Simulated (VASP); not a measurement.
# Ta3N4 (P-43m) in VASP: further runs

Ta3N4 is run at these levels: PBE; tasks: single point, relaxation of cell and atoms.

All numbers are computed with VASP 6.6.1; they aren't measurements. Logs are shortened: lines on timing, memory, paths and dates and some standing lists are left out, and cuts for length are marked.

### 1 The cell of the first run

The structure is cubic, space group P-43m (No. 215). Conventional cell: a = 4.687 Å, b = 4.687 Å, c = 4.687 Å, α = 90.00°, β = 90.00°, γ = 90.00°. Within 2.7 Å of Ta (site symmetry -42m) lie 4 N at 2.01 Å. N (site symmetry 3m) has 3 Ta at 2.01 Å within 2.7 Å.

### 2 Single point, PBE

File INCAR:

```
  ALGO = Normal
  EDIFF = 1E-6
  ENCUT = 520
  GGA = PE
  ISIF = 2
  ISMEAR = 0
  LASPH = T
  LCHARG = F
  LREAL = F
  LWAVE = F
  NBANDS = 36
  NELM = 100
  PREC = Accurate
  SIGMA = 0.1
```

File KPOINTS:

```
k-points
0
Gamma
  8 8 8
```

File POSCAR:

```
Ta3N4
1.0
    4.6871474844      0.0000000000      0.0000000000
    0.0000000000      4.6871474844      0.0000000000
    0.0000000000      0.0000000000      4.6871474844
Ta N
3 4
Direct
    0.0000000000      0.0000000000      0.5000000000
    0.5000000000      0.0000000000      0.0000000000
    0.0000000000      0.5000000000      0.0000000000
    0.7576123593      0.2423876407      0.2423876407
    0.2423876407      0.7576123593      0.2423876407
    0.2423876407      0.2423876407      0.7576123593
    0.7576123593      0.7576123593      0.7576123593
```

Potentials or basis: VASP PAW PBE potentials, release 64 (Ta_pv, N).

Started as:

```bash
$ cat potpaw_PBE.64/Ta_pv/POTCAR potpaw_PBE.64/N/POTCAR > POTCAR
$ mpirun -np 1 vasp_std > vasp.out
```

OUTCAR:

```text
EDIFF = 1E-6
   ENCUT = 520
   GGA = PE
   ISIF = 2
   ISMEAR = 0
   LASPH = T
   LREAL = F
   NELM = 100
   PREC = Accurate

 ion  position               nearest neighbor table
   1  0.000  0.000  0.500-   4 2.01   5 2.01   6 2.01   7 2.01   2 3.31   3 3.31   2 3.31   3 3.31
                             3 3.31   3 3.31   2 3.31   2 3.31
   2  0.500  0.000  0.000-   4 2.01   5 2.01   6 2.01   7 2.01   1 3.31   3 3.31   1 3.31   3 3.31
                             1 3.31   3 3.31   1 3.31   3 3.31
   3  0.000  0.500  0.000-   4 2.01   5 2.01   6 2.01   7 2.01   1 3.31   2 3.31   1 3.31   1 3.31
                             2 3.31   1 3.31   2 3.31   2 3.31
   4  0.758  0.242  0.242-   1 2.01   2 2.01   3 2.01
   5  0.242  0.758  0.242-   1 2.01   2 2.01   3 2.01
   6  0.242  0.242  0.758-   1 2.01   2 2.01   3 2.01
   7  0.758  0.758  0.758-   1 2.01   2 2.01   3 2.01

  LATTYP: Found a simple cubic cell.
 ALAT       =     4.6871474844

  Lattice vectors:

 A1 = (   4.6871474844,   0.0000000000,   0.0000000000)
 A2 = (   0.0000000000,   4.6871474844,   0.0000000000)
 A3 = (   0.0000000000,   0.0000000000,   4.6871474844)

Analysis of symmetry for initial positions (statically):
=====================================================================
 Subroutine PRICEL returns:
 Original cell was already a primitive cell.

 Routine SETGRP: Setting up the symmetry group for a
 simple cubic supercell.

 Subroutine GETGRP returns: Found 24 space group operations
 (whereof 24 operations were pure point group operations)
 out of a pool of 48 trial point group operations.

The static configuration has the point symmetry T_d .

Analysis of symmetry for dynamics (positions and initial velocities):
=====================================================================
 Subroutine PRICEL returns:
 Original cell was already a primitive cell.

 Routine SETGRP: Setting up the symmetry group for a
 simple cubic supercell.

 Subroutine GETGRP returns: Found 24 space group operations
 (whereof 24 operations were pure point group operations)
 out of a pool of 48 trial point group operations.

The dynamic configuration has the point symmetry T_d .

 Subroutine INISYM returns: Found 24 space group operations
 (whereof 24 operations are pure point group operations),
 and found     1 'primitive' translations

----------------------------------------------------------------------------------------

                                     Primitive cell

  volume of cell :     102.9736

  direct lattice vectors                    reciprocal lattice vectors
     4.687147484  0.000000000  0.000000000     0.213349378  0.000000000  0.000000000
     0.000000000  4.687147484  0.000000000     0.000000000  0.213349378  0.000000000
     0.000000000  0.000000000  4.687147484     0.000000000  0.000000000  0.213349378

  length of vectors
     4.687147484  4.687147484  4.687147484     0.213349378  0.213349378  0.213349378

  position of ions in fractional coordinates (direct lattice)
     0.000000000  0.000000000  0.500000000
     0.500000000  0.000000000  0.000000000
     0.000000000  0.500000000  0.000000000
     0.757612359  0.242387641  0.242387641
     0.242387641  0.757612359  0.242387641
     0.242387641  0.242387641  0.757612359
     0.757612359  0.757612359  0.757612359

  ion indices of the primitive-cell ions
   primitive index   ion index
                 1           1
                 2           2
                 3           3
                 4           4
                 5           5
                 6           6
                 7           7

----------------------------------------------------------------------------------------

 KPOINTS: k-points

Automatic generation of k-mesh.
 Grid dimensions read from file:
 generate k-points for:    8    8    8

 Generating k-lattice:

  Cartesian coordinates                     Fractional coordinates (reciprocal lattice)
     0.026668672  0.000000000  0.000000000     0.125000000  0.000000000  0.000000000
     0.000000000  0.026668672  0.000000000     0.000000000  0.125000000  0.000000000
     0.000000000  0.000000000  0.026668672     0.000000000  0.000000000  0.125000000

  Length of vectors
     0.026668672  0.026668672  0.026668672

  Shift w.r.t. Gamma in fractional coordinates (k-lattice)
     0.000000000  0.000000000  0.000000000

 Subroutine IBZKPT returns following result:
 ===========================================

 Found     35 irreducible k-points:

 Following reciprocal coordinates:
            Coordinates               Weight
  0.000000  0.000000  0.000000      1.000000
  0.125000  0.000000  0.000000      6.000000
  0.250000  0.000000  0.000000      6.000000
  0.375000  0.000000  0.000000      6.000000
  0.500000  0.000000  0.000000      3.000000
  0.125000  0.125000  0.000000     12.000000
[... 16 lines left out ...]
  0.375000  0.375000  0.125000     24.000000
  0.500000  0.375000  0.125000     24.000000
[... 36 lines left out ...]
   IALGO  =     38    algorithm
   IMIX   =      4    mixing-type and parameters
     AMIX     =   0.40;   BMIX     =  1.00
     AMIX_MAG =   1.60;   BMIX_MAG =  1.00
  volume/ion in A,a.u.               =      14.71        99.27
  Fermi-wavevector in a.u.,A,eV,Ry     =   1.311973  2.479269 23.419336  1.721273
  Thomas-Fermi vector in A             =   2.442397
   LORBIT       =      0    0 simple, 1 ext, 2 COOP (PROOUT), +10 PAW based schemes
   GGA     = PE    functional components
   LHFCALC =     F    Hartree Fock is set to
   AEXX    =    0.0000 exact exchange contribution
   IVDW    =     0    specifies the selected vdW correction
   LEPSILON=     F    determine dielectric tensor
   LRPA    =     F    only Hartree local field effects (RPA)
 non-spin polarized calculation
 Gauss-broadening in eV      SIGMA  =   0.10
  energy-cutoff  :      520.00
  volume of cell :      102.97
 maximum number of plane-waves:      2800
 NGX is ok and might be reduce to    36
   NGX = 17   NGY = 17   NGZ = 17

 number of electron      53.0000016 magnetization

 Free energy of the ion-electron system (eV)
  ---------------------------------------------------
  ext. energy  EPLUGINS =         0.00000000
  ---------------------------------------------------
  free energy    TOTEN  =       -73.22909684 eV

  energy without entropy =      -73.20314334  energy(sigma->0) =      -73.21612009

 E-fermi :   4.6826     XC(G=0): -10.8755

 val. band max:        4.6585052589   @ k =   0.5000   0.2500   0.0000
 cond. band min:       4.6850485592   @ k =   0.3750   0.2500   0.1250
 fundamental gap:      0.0265433003
 Fermi energy:         4.6825862754

 k-point     1 :       0.0000    0.0000    0.0000
  band No.  band energies     occupation
      1     -31.1779      2.00000
      2     -31.1779      2.00000
      3     -31.1779      2.00000
      4     -30.8802      2.00000
      5     -30.8802      2.00000
      6     -30.8802      2.00000
[... 28 lines left out ...]
     35       7.9262      0.00000
     36       8.5670      0.00000

 k-point     2 :       0.1250    0.0000    0.0000
  band No.  band energies     occupation
      1     -31.1716      2.00000
      2     -31.1716      2.00000
      3     -31.1659      2.00000
      4     -30.8827      2.00000
      5     -30.8827      2.00000
      6     -30.8806      2.00000
[... 28 lines left out ...]
     35       7.9797      0.00000
     36       8.7097      0.00000

 k-point     3 :       0.2500    0.0000    0.0000
  band No.  band energies     occupation
      1     -31.1550      2.00000
      2     -31.1550      2.00000
      3     -31.1320      2.00000
      4     -30.8909      2.00000
      5     -30.8909      2.00000
      6     -30.8816      2.00000
[... 28 lines left out ...]
     35       8.2064      0.00000
     36       9.0790      0.00000
[... 742 lines left out ...]
 k-point    23 :       0.3750    0.3750    0.1250
  band No.  band energies     occupation
      1     -31.2194      2.00000
      2     -31.0722      2.00000
      3     -31.0067      2.00000
      4     -30.9944      2.00000
      5     -30.9513      2.00000
      6     -30.9108      2.00000
[... 28 lines left out ...]
     35       8.1440      0.00000
     36       9.8546      0.00000

 k-point    24 :       0.5000    0.3750    0.1250
  band No.  band energies     occupation
      1     -31.2240      2.00000
      2     -31.0733      2.00000
      3     -31.0053      2.00000
      4     -30.9829      2.00000
      5     -30.9645      2.00000
      6     -30.9026      2.00000
[... 28 lines left out ...]
     35       8.0575      0.00000
     36       9.9283      0.00000

 [... further k-points ...]

------------------------ aborting loop because EDIFF is reached ----------------------------------------

  FORCE on cell =-STRESS in cart. coord.  units (eV):
  Direction    XX          YY          ZZ          XY          YZ          ZX
  --------------------------------------------------------------------------------------
  -------------------------------------------------------------------------------------
  Total        0.4020854      0.4020854      0.4020854      0.0000000      0.0000000     -0.0000000
  in kB        6.2560909      6.2560909      6.2560909      0.0000000      0.0000000     -0.0000000
  external PRESSURE =       6.2560909 kB  Pullay stress =       0.0000000 kB

 VOLUME and BASIS-vectors are now :
 -----------------------------------------------------------------------------
  energy-cutoff  :      520.00
  volume of cell :      102.97
      direct lattice vectors                 reciprocal lattice vectors
     4.687147484  0.000000000  0.000000000     0.213349378  0.000000000  0.000000000
     0.000000000  4.687147484  0.000000000     0.000000000  0.213349378  0.000000000
     0.000000000  0.000000000  4.687147484     0.000000000  0.000000000  0.213349378

 POSITION                                       TOTAL-FORCE (eV/Angst)
 -----------------------------------------------------------------------------------
      0.00000      0.00000      2.34357         0.000000      0.000000     -0.000000
      2.34357      0.00000      0.00000        -0.000000      0.000000     -0.000000
      0.00000      2.34357      0.00000        -0.000000      0.000000     -0.000000
      3.55104      1.13611      1.13611        -0.025061      0.025061      0.025061
      1.13611      3.55104      1.13611         0.025061     -0.025061      0.025061
      1.13611      1.13611      3.55104         0.025061      0.025061     -0.025061
      3.55104      3.55104      3.55104        -0.025061     -0.025061     -0.025061
 -----------------------------------------------------------------------------------
    total drift:                                0.000000      0.000000      0.000000

  FREE ENERGIE OF THE ION-ELECTRON SYSTEM (eV)
  ---------------------------------------------------
  free  energy   TOTEN  =       -73.2290968353 eV

  energy  without entropy=      -73.2031433447  energy(sigma->0) =      -73.21612009
```

Wall time 81 s (1 thread of Intel Xeon Platinum 8259CL at 2.50GHz (Skylake/Cascade Lake), shared host); peak memory 0.26 GiB.

What came out:

* Free energy: -73.2291 eV
* Pressure: 0.6 GPa
* Largest force: 0.043 eV/Å

Forces in eV/Å, atoms in the order of the input:
```
Ta   0.000  0.000  0.000
Ta   0.000  0.000  0.000
Ta   0.000  0.000  0.000
N   -0.025  0.025  0.025
N    0.025 -0.025  0.025
N    0.025  0.025 -0.025
N   -0.025 -0.025 -0.025
```

Levels at points of the mesh, in eV from the Fermi level:
```
           k point  band 25  band 26  band 27  band 28  band 29  band 30
(0.00, 0.00, 0.00)    -2.67    -0.67    -0.67    -0.67     0.84     1.53
(0.50, 0.00, 0.00)    -2.84    -0.53    -0.19    -0.19     0.53     0.70
(0.50, 0.50, 0.00)    -3.76     0.34     0.68     0.68     1.22     1.82
(0.50, 0.50, 0.50)    -3.89     1.34     1.34     1.34     1.74     1.74
```

Caveat: spin-orbit coupling is left out, which moves the levels of the heavy elements.

### 3 Relaxation of cell and atoms, PBE

File INCAR:

```
ALGO = Normal ; EDIFF = 1E-7
EDIFFG = -0.01 ; ENCUT = 600
GGA = PE ; IBRION = 2
ISIF = 3 ; ISMEAR = 0
LASPH = True ; LCHARG = False
LREAL = False ; LWAVE = False
NELM = 100 ; NSW = 100
PREC = Accurate ; SIGMA = 0.1
```

KPOINTS is that of step 2.

File POSCAR:

```
Ta3N4
1.0
    4.6853853205      0.0000000000      0.0000000000
    0.0000000000      4.6853853205      0.0000000000
    0.0000000000      0.0000000000      4.6853853205
Ta N
3 4
Direct
    0.0000000000      0.0000000000      0.5000000000
    0.5000000000      0.0000000000      0.0000000000
    0.0000000000      0.5000000000      0.0000000000
    0.7571394050      0.2428605950      0.2428605950
    0.2428605950      0.7571394050      0.2428605950
    0.2428605950      0.2428605950      0.7571394050
    0.7571394050      0.7571394050      0.7571394050
```

Potentials or basis: VASP PAW PBE potentials, release 64 (Ta_pv, N).

Started as:

```bash
$ cat potpaw_PBE.64/Ta_pv/POTCAR potpaw_PBE.64/N/POTCAR > POTCAR
$ mpirun -np 1 vasp_std > vasp.out
```

Run time: 6.3 min. Hardware: 1 thread of Intel Xeon Platinum 8259CL at 2.50GHz (Skylake/Cascade Lake), shared host; peak memory 0.32 GiB.

Results (log left out):

| Property | Result |
| --- | --- |
| Free energy | -73.2361 eV |
| Relaxed volume | 14.74 Å³/atom |
| Relaxed cell | a = 4.690 Å, b = 4.690 Å, c = 4.690 Å, α = 90.00°, β = 90.00°, γ = 90.00° |
| Space group after relaxing (to 0.05 Å) | P-43m (No. 215) |
| Energy gained by relaxing | 0.1 meV/atom |
| Ionic steps | 6 |
| Pressure after relaxing | 0.0 GPa |

Step by step:
```csv
step,energy change (eV),largest force (eV/Å),pressure (GPa),volume (Å³)
1,0.0000,0.0119,0.50,102.86
2,0.0011,0.0760,-0.96,103.54
3,-0.0003,0.0173,0.02,103.08
4,-0.0003,0.0177,0.01,103.09
5,-0.0004,0.0127,0.00,103.11
6,-0.0004,0.0005,-0.01,103.18
```

Final structure:
```yaml
crystal:
  lattice:
    - [4.69030, 0.00000, 0.00000]
    - [0.00000, 4.69030, 0.00000]
    - [0.00000, 0.00000, 4.69030]
  atoms:
    - { symbol: Ta, position: [0.00000, 0.00000, 0.50000] }
    - { symbol: Ta, position: [0.50000, 0.00000, 0.00000] }
    - { symbol: Ta, position: [0.00000, 0.50000, 0.00000] }
    - { symbol: N, position: [0.75742, 0.24258, 0.24258] }
    - { symbol: N, position: [0.24258, 0.75742, 0.24258] }
    - { symbol: N, position: [0.24258, 0.24258, 0.75742] }
    - { symbol: N, position: [0.75742, 0.75742, 0.75742] }
```

Levels at points of the mesh, in eV from the Fermi level:
```csv
k point,band 25,band 26,band 27,band 28,band 29,band 30
"(0.00, 0.00, 0.00)",-2.66,-0.67,-0.67,-0.67,0.83,1.52
"(0.50, 0.00, 0.00)",-2.84,-0.53,-0.19,-0.19,0.52,0.70
"(0.50, 0.50, 0.00)",-3.75,0.34,0.68,0.68,1.22,1.82
"(0.50, 0.50, 0.50)",-3.88,1.35,1.35,1.35,1.73,1.73
```

Caveat: spin-orbit coupling is left out, which moves the levels of the heavy elements.

### 4 Single point, PBE

File INCAR:

```
PREC     = Accurate       # precision mode
ENCUT    = 520            # plane-wave cutoff, eV
EDIFF    = 1E-6           # SCF threshold, eV
ISMEAR   = 0              # smearing method
SIGMA    = 0.1            # smearing width, eV
LREAL    = False          # projectors in reciprocal space
LASPH    = True           # aspherical terms in the spheres
NELM     = 100            # most SCF steps
ALGO     = Normal         # electronic algorithm
ISIF     = 2              # what is computed and relaxed
LWAVE    = False          # write WAVECAR
LCHARG   = False          # write CHGCAR
GGA      = PE             # functional
NBANDS   = 36             # bands
```

File KPOINTS:

```
regular mesh
0
Gamma
  4 4 4
```

POSCAR is that of step 3.

Started as:

```bash
$ cat potpaw_PBE.64/Ta_pv/POTCAR potpaw_PBE.64/N/POTCAR > POTCAR
$ mpirun -np 1 vasp_std > vasp.out
```

It took 27 s on 1 thread of Intel Xeon Platinum 8259CL at 2.50GHz (Skylake/Cascade Lake), shared host; peak memory 0.21 GiB.

It converged, with:

```yaml
Free_energy: -73.1475 eV
Pressure: 0.8 GPa
Largest_force: 0.040 eV/Å
```

Forces in eV/Å, atoms in the order of the input:
```
Ta   0.000  0.000  0.000
Ta   0.000  0.000  0.000
Ta   0.000  0.000  0.000
N   -0.023  0.023  0.023
N    0.023 -0.023  0.023
N    0.023  0.023 -0.023
N   -0.023 -0.023 -0.023
```

Levels at points of the mesh, in eV from the Fermi level:
```tsv
k point	band 24	band 25	band 26	band 27	band 28	band 29	band 30	band 31
(0.00, 0.00, 0.00)	-2.67	-2.67	-0.67	-0.67	-0.67	0.84	1.52	1.52
(0.50, 0.00, 0.00)	-2.84	-2.84	-0.53	-0.20	-0.20	0.50	0.71	1.68
(0.50, 0.50, 0.00)	-3.76	-3.76	0.34	0.68	0.68	1.22	1.83	1.88
(0.50, 0.50, 0.50)	-3.89	-3.89	1.36	1.36	1.36	1.74	1.74	1.74
```

Caveat: spin-orbit coupling is left out, which moves the levels of the heavy elements.

### 5 Relaxation of cell and atoms, PBE

This run uses another cell than the first one, of 14.01 Å³/atom, 0.952 times its volume.

File INCAR:

```
SYSTEM = Ta3N4
PREC = Accurate ; ENCUT = 600
EDIFF = 1E-6 ; ISMEAR = 0
SIGMA = 0.1 ; LREAL = .False.
LASPH = .True. ; NELM = 100
ALGO = Normal ; ISIF = 3
LWAVE = .False. ; LCHARG = .False.
GGA = PE ; IBRION = 2
NSW = 90 ; EDIFFG = -0.04
```

File KPOINTS:

```
Automatic mesh
0
Gamma
  4 4 4
  0 0 0
```

File POSCAR:

```
Ta3N4
1.0
    4.6114360600      0.0000000000      0.0000000000
    0.0000000000      4.6114360600      0.0000000000
    0.0000000000      0.0000000000      4.6114360600
Ta N
3 4
Direct
    0.0000000000      0.0000000000      0.5000000000
    0.5000000000      0.0000000000      0.0000000000
    0.0000000000      0.5000000000      0.0000000000
    0.7237776700      0.2762223300      0.2762223300
    0.2762223300      0.7237776700      0.2762223300
    0.2762223300      0.2762223300      0.7237776700
    0.7237776700      0.7237776700      0.7237776700
```

Started as:

```bash
$ cat potpaw_PBE.64/Ta_pv/POTCAR potpaw_PBE.64/N/POTCAR > POTCAR
$ mpirun -np 1 vasp_std > vasp.out
```

It took 3.8 min on 1 thread of Intel Xeon Platinum 8259CL at 2.50GHz (Skylake/Cascade Lake), shared host; peak memory 0.26 GiB.

Results (log left out):

* Free energy: -73.1498 eV
* Relaxed volume: 14.75 Å³/atom
* Relaxed cell: a = 4.691 Å, b = 4.691 Å, c = 4.691 Å, α = 90.00°, β = 90.00°, γ = 90.00°
* Space group after relaxing (to 0.05 Å): P-43m (No. 215)
* Energy gained by relaxing: 161.3 meV/atom
* Ionic steps: 9
* Pressure after relaxing: 0.0 GPa

The path:
```tsv
step	energy change (eV)	largest force (eV/Å)	pressure (GPa)	volume (Å³)
1	0.0000	2.4506	-10.64	98.06
2	0.5209	1.1371	39.76	85.44
3	-0.4327	1.1820	5.94	92.65
4	-0.8140	0.7684	3.34	96.25
5	-1.0649	0.2340	-3.05	106.97
6	-1.1267	0.1064	-0.90	103.37
7	-1.1269	0.0849	-1.03	103.60
8	-1.1165	0.2221	2.77	102.26
9	-1.1288	0.0006	0.00	103.22
```

Final structure:
```
CELL_PARAMETERS angstrom
4.69091 0.00000 0.00000
0.00000 4.69091 0.00000
0.00000 0.00000 4.69091
ATOMIC_POSITIONS crystal
Ta 0.00000 0.00000 0.50000
Ta 0.50000 0.00000 0.00000
Ta 0.00000 0.50000 0.00000
N 0.75718 0.24282 0.24282
N 0.24282 0.75718 0.24282
N 0.24282 0.24282 0.75718
N 0.75718 0.75718 0.75718
```

Levels at points of the mesh, in eV from the Fermi level:
```csv
k point,band 25,band 26,band 27,band 28,band 29,band 30
"(0.00, 0.00, 0.00)",-2.67,-0.67,-0.67,-0.67,0.83,1.51
"(0.50, 0.00, 0.00)",-2.84,-0.53,-0.20,-0.20,0.50,0.70
"(0.50, 0.50, 0.00)",-3.74,0.34,0.67,0.67,1.21,1.82
"(0.50, 0.50, 0.50)",-3.88,1.35,1.35,1.35,1.73,1.73
```

Caveat: spin-orbit coupling is left out, which moves the levels of the heavy elements.

### 6 Overview

```csv
task,cell,k mesh,cutoff (eV),gap on the mesh (eV),pressure (GPa),relaxed volume (Å³/atom),largest force (eV/Å)
single point,"a = 4.687 Å, 7 atoms",8 × 8 × 8,520,none,0.6,-,0.04
relaxation of cell and atoms,"relaxed from a = 4.685 Å, 7 atoms",8 × 8 × 8,600,none,0.0,14.74,-
single point,"a = 4.685 Å, 7 atoms",4 × 4 × 4,520,none,0.8,-,0.04
relaxation of cell and atoms,"relaxed from a = 4.611 Å, 7 atoms",4 × 4 × 4,600,none,0.0,14.75,-
```

Alike in all rows: level PBE; potentials or basis VASP PAW PBE potentials, release 64 (Ta_pv, N); no spin polarisation; smearing gaussian 0.1 eV.

Caveats: spin-orbit coupling is left out, which moves the levels of the heavy elements.

Total energies depend on the potentials used, so only differences within one code and one set of settings carry meaning.
